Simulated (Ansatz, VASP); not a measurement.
## One calculation of LiCr4FeO8, two programs

```
Li Cr Fe O
1.0
     0.00000    4.13820    4.13820
     4.13820    0.00000    4.13820
     4.13820    4.13820    0.00000
Li Cr Fe O
1 4 1 8
Cartesian
  0.0000 0.0000 0.0000
  5.1936 5.1936 5.1936
  3.0828 3.0828 5.1936
  3.0828 5.1936 3.0828
  5.1936 3.0828 3.0828
  2.0691 2.0691 2.0691
  7.1496 7.1496 7.1496
  5.2650 5.2650 7.1496
  5.2650 7.1496 5.2650
  7.1496 5.2650 5.2650
  3.1717 3.1717 3.1717
  5.1047 5.1047 3.1717
  5.1047 3.1717 5.1047
  3.1717 5.1047 5.1047
```

Alike in both runs: functional PBE; k mesh 4 × 4 × 4; occupations gaussian, width 0.05 eV; collinear spin; Hubbard terms Cr d U = 3.7 eV, Fe d U = 4.0 eV.

Ansatz relaxed the structure, and its values are those at the end. VASP's run is a single point on that final structure, the one shown.

|  | VASP | Ansatz |
| --- | --- | --- |
| version | VASP 6.6.1 | Ansatz 0.2.0 |
| potentials or method | VASP PAW PBE potentials, release 64 (Li_sv, Cr_pv, Fe, O), cutoff 750 eV | scalar-relativistic, plane waves, PAW |
| valence electrons in the cell | 107 | 123 |

|  | VASP | Ansatz | Ansatz less VASP |
| --- | --- | --- | --- |
| gap on the k mesh at the Fermi level (eV) | 1.76 | 1.74 | -0.011 |
| least direct gap on the mesh (eV) | 1.86 | 1.88 | +0.027 |
| pressure (GPa) | 9.6 | 7.8 | -1.81 |
| rms of the force components (eV/Å) | 0.132 | 0.005 | -0.1271 |
| net moment per atom (μB) | 0.50 | 0.50 | 0.000 |
| size of the moment on the site where the two differ most (μB) | 2.90 | 2.43 | -0.479 |

Site moments also hang on the region over which each program counts them. The programs project onto different local orbitals, so the same U acts differently, and such runs can settle in different states. VASP's potentials hold 107 valence electrons a cell and Ansatz's 123, so a difference there can come from the potentials and not from the codes. Ansatz's warnings: stress scf threshold loose.
